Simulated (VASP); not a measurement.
# RbBr3 (Fm-3m) in VASP: single point with PBE

Aim: the single point of RbBr3 with PBE.

All numbers are computed with VASP 6.6.1; they aren't measurements. Logs are shortened: lines on timing, memory, paths and dates and some standing lists are left out, and cuts for length are marked.

## (1) The cell of the first run

Symmetry: Fm-3m, No. 225, cubic system. The conventional cell has a = 7.785 Å, b = 7.785 Å, c = 7.785 Å, α = 90.00°, β = 90.00°, γ = 90.00°. Within 4.4 Å of Rb (site symmetry m-3m) lie 14 Br at 3.37 to 3.89 Å. Within 4.4 Å of Br (site symmetry -43m) lie 4 Rb at 3.37 Å and 10 Br at 3.37 to 3.89 Å. Within 4.4 Å of Br (site symmetry m-3m) lie 8 Br at 3.37 Å and 6 Rb at 3.89 Å.

## (2) Single point, PBE

The input, INCAR:

```
SYSTEM = RbBr3
PREC = Accurate ; ENCUT = 500
EDIFF = 1E-6 ; ISMEAR = 0
SIGMA = 0.1 ; LREAL = .FALSE.
LASPH = .TRUE. ; NELM = 120
ALGO = Normal ; ISIF = 2
LWAVE = .FALSE. ; LCHARG = .TRUE.
GGA = PE ; LELF = .TRUE.
LVHAR = .TRUE. ; NBANDS = 23
GGA_COMPAT = .FALSE.
```

The input, KPOINTS:

```
regular mesh
0
G
  4 4 4
  0 0 0
```

The input, POSCAR:

```
RbBr3
1.0
    0.0000000000      3.8922944900      3.8922944900
    3.8922944900      0.0000000000      3.8922944900
    3.8922944900      3.8922944900      0.0000000000
Rb Br
1 3
Direct
    0.0000000000      0.0000000000      0.0000000000
    0.2500000000      0.2500000000      0.2500000000
    0.7500000000      0.7500000000      0.7500000000
    0.5000000000      0.5000000000      0.5000000000
```

Potentials or basis: VASP PAW PBE potentials, release 64 (Rb_sv, Br).

Started as:

```console
$ cat potpaw_PBE.64/Rb_sv/POTCAR potpaw_PBE.64/Br/POTCAR > POTCAR
$ mpirun -np 1 vasp_std > vasp.out
```

OUTCAR:

```text
SYSTEM = RbBr3
   PREC = Accurate
   ENCUT = 500
   EDIFF = 1E-6
   ISMEAR = 0
   LREAL = .FALSE.
   LASPH = .TRUE.
   NELM = 120
   ISIF = 2
   GGA = PE

 ion  position               nearest neighbor table
   1  0.000  0.000  0.000-   2 3.37   3 3.37   3 3.37   3 3.37   3 3.37   2 3.37   2 3.37   2 3.37
                             4 3.89   4 3.89   4 3.89   4 3.89   4 3.89   4 3.89
   2  0.250  0.250  0.250-   1 3.37   1 3.37   1 3.37   1 3.37
   3  0.750  0.750  0.750-   1 3.37   1 3.37   1 3.37   1 3.37
   4  0.500  0.500  0.500-   1 3.89   1 3.89   1 3.89   1 3.89   1 3.89   1 3.89

  LATTYP: Found a face centered cubic cell.
 ALAT       =     7.7845889800

  Lattice vectors:

 A1 = (   0.0000000000,   3.8922944900,   3.8922944900)
 A2 = (   3.8922944900,   0.0000000000,   3.8922944900)
 A3 = (   3.8922944900,   3.8922944900,   0.0000000000)

Analysis of symmetry for initial positions (statically):
=====================================================================
 Subroutine PRICEL returns:
 Original cell was already a primitive cell.

 Routine SETGRP: Setting up the symmetry group for a
 face centered cubic supercell.

 Subroutine GETGRP returns: Found 48 space group operations
 (whereof 48 operations were pure point group operations)
 out of a pool of 48 trial point group operations.

The static configuration has the point symmetry O_h .

Analysis of symmetry for dynamics (positions and initial velocities):
=====================================================================
 Subroutine PRICEL returns:
 Original cell was already a primitive cell.

 Routine SETGRP: Setting up the symmetry group for a
 face centered cubic supercell.

 Subroutine GETGRP returns: Found 48 space group operations
 (whereof 48 operations were pure point group operations)
 out of a pool of 48 trial point group operations.

The dynamic configuration has the point symmetry O_h .

 Subroutine INISYM returns: Found 48 space group operations
 (whereof 48 operations are pure point group operations),
 and found     1 'primitive' translations

----------------------------------------------------------------------------------------

                                     Primitive cell

  volume of cell :     117.9362

  direct lattice vectors                    reciprocal lattice vectors
     0.000000000  3.892294490  3.892294490    -0.128458934  0.128458934  0.128458934
     3.892294490  0.000000000  3.892294490     0.128458934 -0.128458934  0.128458934
     3.892294490  3.892294490  0.000000000     0.128458934  0.128458934 -0.128458934

  length of vectors
     5.504535657  5.504535657  5.504535657     0.222497400  0.222497400  0.222497400

  position of ions in fractional coordinates (direct lattice)
     0.000000000  0.000000000  0.000000000
     0.250000000  0.250000000  0.250000000
     0.750000000  0.750000000  0.750000000
     0.500000000  0.500000000  0.500000000

  ion indices of the primitive-cell ions
   primitive index   ion index
                 1           1
                 2           2
                 3           3
                 4           4

----------------------------------------------------------------------------------------

 KPOINTS: regular mesh

Automatic generation of k-mesh.
 Grid dimensions read from file:
 generate k-points for:    4    4    4

 Generating k-lattice:

  Cartesian coordinates                     Fractional coordinates (reciprocal lattice)
    -0.032114733  0.032114733  0.032114733     0.250000000  0.000000000  0.000000000
     0.032114733 -0.032114733  0.032114733     0.000000000  0.250000000  0.000000000
     0.032114733  0.032114733 -0.032114733     0.000000000  0.000000000  0.250000000

  Length of vectors
     0.055624350  0.055624350  0.055624350

  Shift w.r.t. Gamma in fractional coordinates (k-lattice)
     0.000000000  0.000000000  0.000000000

 Subroutine IBZKPT returns following result:
 ===========================================

 Found      8 irreducible k-points:

 Following reciprocal coordinates:
            Coordinates               Weight
  0.000000  0.000000  0.000000      1.000000
  0.250000  0.000000  0.000000      8.000000
  0.500000  0.000000  0.000000      4.000000
  0.250000  0.250000  0.000000      6.000000
  0.500000  0.250000  0.000000     24.000000
 -0.250000  0.250000  0.000000     12.000000
  0.500000  0.500000  0.000000      3.000000
 -0.250000  0.500000  0.250000      6.000000
   k-points           NKPTS =      8   k-points in BZ     NKDIM =      8   number of bands    NBANDS=     23
   number of dos      NEDOS =    301   number of ions     NIONS =      4
   total plane-waves  NPLWV =  64000
   dimension x,y,z NGX =    40 NGY =   40 NGZ =   40
   dimension x,y,z NGXF=    80 NGYF=   80 NGZF=   80
   ions per type =               1   3
   NGX,Y,Z   is equivalent  to a cutoff of  12.08, 12.08, 12.08 a.u.
   NGXF,Y,Z  is equivalent  to a cutoff of  24.16, 24.16, 24.16 a.u.
 SYSTEM =  RbBr3
   PREC   = accura    normal or accurate (medium, high low for compatibility)
   ISTART =      0    job   : 0-new  1-cont  2-samecut
   ICHARG =      2    charge: 1-file 2-atom 10-const
   ISPIN  =      1    spin polarized calculation?
   LNONCOLLINEAR =      F non collinear calculations
   LSORBIT =      F    spin-orbit coupling
   LASPH  =      T    aspherical Exc in radial PAW
   ENCUT  =  500.0 eV  36.75 Ry    6.06 a.u.  10.04 10.04 10.04*2*pi/ulx,y,z
   NELM   =    120;   NELMIN=  2; NELMDL= -5     # of ELM steps
   EDIFF  = 0.1E-05   stopping-criterion for ELM
   LREAL  =      F    real-space projection
   EDIFFG = 0.1E-04   stopping-criterion for IOM
   NSW    =      0    number of steps for IOM
   IBRION =     -1    ionic relax: 0-MD 1-quasi-New 2-CG
   NFREE  =      0    steps in history (QN), initial steepest desc. (CG)
   ISIF   =      2    stress and relaxation
   ISYM   =      2    0-nonsym 1-usesym 2-fastsym
   POTIM  = 0.5000    time-step for ionic-motion
   TEBEG  =    0.0;   TEEND  =   0.0 temperature during run
   PSTRESS=    0.0 pullay stress
   NELECT =      30.0000    total number of electrons
   NUPDOWN=      -1.0000    fix difference up-down
   EMIN   =  10.00;   EMAX   =-10.00  energy-range for DOS
   EFERMI =   0.00;   METHOD = LEGACY
   ISMEAR =     0;   SIGMA  =   0.10  broadening in eV -4-tet -1-fermi 0-gaus
   EFERMI_NEDOS =   21; number of points for ismear=-14 and -15
   IALGO  =     38    algorithm
   IMIX   =      4    mixing-type and parameters
     AMIX     =   0.40;   BMIX     =  1.00
     AMIX_MAG =   1.60;   BMIX_MAG =  1.00
  volume/ion in A,a.u.               =      29.48       198.97
  Fermi-wavevector in a.u.,A,eV,Ry     =   1.037288  1.960191 14.639425  1.075967
  Thomas-Fermi vector in A             =   2.171719
   LORBIT       =      0    0 simple, 1 ext, 2 COOP (PROOUT), +10 PAW based schemes
   GGA     = PE    functional components
   LHFCALC =     F    Hartree Fock is set to
   AEXX    =    0.0000 exact exchange contribution
   IVDW    =     0    specifies the selected vdW correction
   LEPSILON=     F    determine dielectric tensor
   LRPA    =     F    only Hartree local field effects (RPA)
 non-spin polarized calculation
 Gauss-broadening in eV      SIGMA  =   0.10
  energy-cutoff  :      500.00
  volume of cell :      117.94
 maximum number of plane-waves:      3028
   NGX = 21   NGY = 21   NGZ = 21

 number of electron      29.9999998 magnetization

 Free energy of the ion-electron system (eV)
  ---------------------------------------------------
  ext. energy  EPLUGINS =         0.00000000
  ---------------------------------------------------
  free energy    TOTEN  =        -7.63204795 eV

  energy without entropy =       -7.54281942  energy(sigma->0) =       -7.58743369

 E-fermi :   0.4393     XC(G=0):  -8.7319

 val. band max:        0.4329972628   @ k =   0.5000   0.2500   0.0000
 cond. band min:       0.4440387502   @ k =  -0.2500   0.2500   0.0000
 fundamental gap:      0.0110414874
 Fermi energy:         0.4392832113

 k-point     1 :       0.0000    0.0000    0.0000
  band No.  band energies     occupation
      1     -24.2619      2.00000
      2     -13.7918      2.00000
      3     -12.6507      2.00000
      4     -12.4611      2.00000
      5      -8.4370      2.00000
      6      -8.4370      2.00000
[... 15 lines left out ...]
     22      10.8585      0.00000
     23      10.8616      0.00000

 k-point     2 :       0.2500    0.0000    0.0000
  band No.  band energies     occupation
      1     -24.2600      2.00000
      2     -13.6697      2.00000
      3     -12.7303      2.00000
      4     -12.5830      2.00000
      5      -8.4475      2.00000
      6      -8.4475      2.00000
[... 15 lines left out ...]
     22       9.9878      0.00000
     23      10.7651      0.00000

 k-point     3 :       0.5000    0.0000    0.0000
  band No.  band energies     occupation
      1     -24.2581      2.00000
      2     -13.4795      2.00000
      3     -12.8995      2.00000
      4     -12.6899      2.00000
      5      -8.4578      2.00000
      6      -8.4578      2.00000
[... 15 lines left out ...]
     22       9.4584      0.00000
     23       9.7494      0.00000

 k-point     4 :       0.2500    0.2500    0.0000
  band No.  band energies     occupation
      1     -24.2594      2.00000
      2     -13.6227      2.00000
      3     -12.7316      2.00000
      4     -12.6517      2.00000
      5      -8.4689      2.00000
      6      -8.4689      2.00000
[... 15 lines left out ...]
     22       9.6386      0.00000
     23       9.6386      0.00000

 k-point     5 :       0.5000    0.2500    0.0000
  band No.  band energies     occupation
      1     -24.2575      2.00000
      2     -13.3988      2.00000
      3     -12.8939      2.00000
      4     -12.7995      2.00000
      5      -8.4797      2.00000
      6      -8.4382      2.00000
[... 15 lines left out ...]
     22       9.3901      0.00000
     23       9.8766      0.00000

 k-point     6 :      -0.2500    0.2500    0.0000
  band No.  band energies     occupation
      1     -24.2581      2.00000
      2     -13.4880      2.00000
      3     -12.8343      2.00000
      4     -12.7444      2.00000
      5      -8.4585      2.00000
      6      -8.4229      2.00000
[... 15 lines left out ...]
     22       9.5152      0.00000
     23       9.8142      0.00000

 k-point     7 :       0.5000    0.5000    0.0000
  band No.  band energies     occupation
      1     -24.2569      2.00000
      2     -13.2564      2.00000
      3     -13.0444      2.00000
      4     -12.8094      2.00000
      5      -8.5014      2.00000
      6      -8.5014      2.00000
[... 15 lines left out ...]
     22       9.3572      0.00000
     23       9.8619      0.00000

 k-point     8 :      -0.2500    0.5000    0.2500
  band No.  band energies     occupation
      1     -24.2569      2.00000
      2     -13.2595      2.00000
      3     -12.9312      2.00000
      4     -12.9312      2.00000
      5      -8.4765      2.00000
      6      -8.3842      2.00000
[... 15 lines left out ...]
     22      10.0114      0.00000
     23      10.2469      0.00000

------------------------ aborting loop because EDIFF is reached ----------------------------------------

  FORCE on cell =-STRESS in cart. coord.  units (eV):
  Direction    XX          YY          ZZ          XY          YZ          ZX
  --------------------------------------------------------------------------------------
  -------------------------------------------------------------------------------------
  Total        2.4292376      2.4292376      2.4292376     -0.0000000     -0.0000000      0.0000000
  in kB       33.0014870     33.0014870     33.0014870     -0.0000000     -0.0000000      0.0000000
  external PRESSURE =      33.0014870 kB  Pullay stress =       0.0000000 kB

 VOLUME and BASIS-vectors are now :
 -----------------------------------------------------------------------------
  energy-cutoff  :      500.00
  volume of cell :      117.94
      direct lattice vectors                 reciprocal lattice vectors
     0.000000000  3.892294490  3.892294490    -0.128458934  0.128458934  0.128458934
     3.892294490  0.000000000  3.892294490     0.128458934 -0.128458934  0.128458934
     3.892294490  3.892294490  0.000000000     0.128458934  0.128458934 -0.128458934

 POSITION                                       TOTAL-FORCE (eV/Angst)
 -----------------------------------------------------------------------------------
      0.00000      0.00000      0.00000         0.000000      0.000000     -0.000000
      1.94615      1.94615      1.94615         0.000000      0.000000      0.000000
      5.83844      5.83844      5.83844        -0.000000     -0.000000     -0.000000
      3.89229      3.89229      3.89229         0.000000      0.000000     -0.000000
 -----------------------------------------------------------------------------------
    total drift:                               -0.000000      0.000000      0.000000

  FREE ENERGIE OF THE ION-ELECTRON SYSTEM (eV)
  ---------------------------------------------------
  free  energy   TOTEN  =        -7.6320479532 eV

  energy  without entropy=       -7.5428194181  energy(sigma->0) =       -7.58743369
```

Wall time 45 s (1 thread of Intel Xeon 8259CL, shared host); peak memory 0.24 GiB.

Results:

| Item | Value |
| --- | --- |
| Free energy | -7.6320 eV |
| Pressure | 3.3 GPa |
| Band gap on the k mesh | zero (band 15 reaches 0.54 eV, above the bottom of band 16 at 0.34 eV) |

Levels at points of the mesh, in eV from the Fermi level:
| k point | band 12 | band 13 | band 14 | band 15 | band 16 | band 17 | band 18 | band 19 |
| --- | --- | --- | --- | --- | --- | --- | --- | --- |
| (0.00, 0.00, 0.00) | -2.02 | -2.02 | 0.05 | 0.05 | 0.05 | 5.90 | 6.04 | 6.04 |
| (0.50, 0.00, 0.00) | -1.24 | -1.14 | -0.11 | -0.10 | -0.10 | 8.36 | 8.72 | 8.76 |
| (0.50, 0.50, 0.00) | -0.68 | -0.68 | -0.42 | 0.10 | 0.10 | 6.40 | 6.94 | 7.89 |
